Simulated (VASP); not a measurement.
SnSe2, 6 atoms in the cell. The structure is trigonal, space group P-3m1 (No. 164). The conventional cell has a = 3.811 Å, b = 3.811 Å, c = 11.974 Å, α = 90.00°, β = 90.00°, γ = 120.00°. Sn (site symmetry 3m) has 6 Se at 2.68 Å within 3.5 Å. Within 3.6 Å of Se (site symmetry 3m) lie 3 Sn at 2.68 Å and 3 Se at 3.54 Å. Se (site symmetry 3m) has 3 Sn at 2.68 Å within 3.5 Å.  This cell differs from its parent crystal: the distance across one plane changed.

```yaml
Program: VASP 6.6.1
Task: single point
Functional: PBE
Dispersion: D3(BJ)
Potentials_or_basis: VASP PAW PBE potentials, release 64 (Sn_d, Se)
Cutoff: 520 eV
k_mesh: 8 × 8 × 3
Occupations: gaussian, width 0.05 eV
Spin: no spin polarisation
Dipole_correction: no
Further_INCAR_settings: ALGO = Normal; EDIFF = 1e-06; NBANDS = 35
```

Potentials or basis: VASP PAW PBE potentials, release 64 (Sn_d, Se).

Launch:

```bash
$ cat potpaw_PBE.64/Sn_d/POTCAR potpaw_PBE.64/Se/POTCAR > POTCAR
$ mpirun -np 1 vasp_std > vasp.out
```

Hardware: 1 thread of Intel Xeon 8259CL (shared host).

Problem. Estimate the wall time of this run.

Solution. It took 3.6 min on 1 thread of Intel Xeon 8259CL, on a shared host, peak memory 0.31 GiB. Counts: scf iterations 14, k points 25.
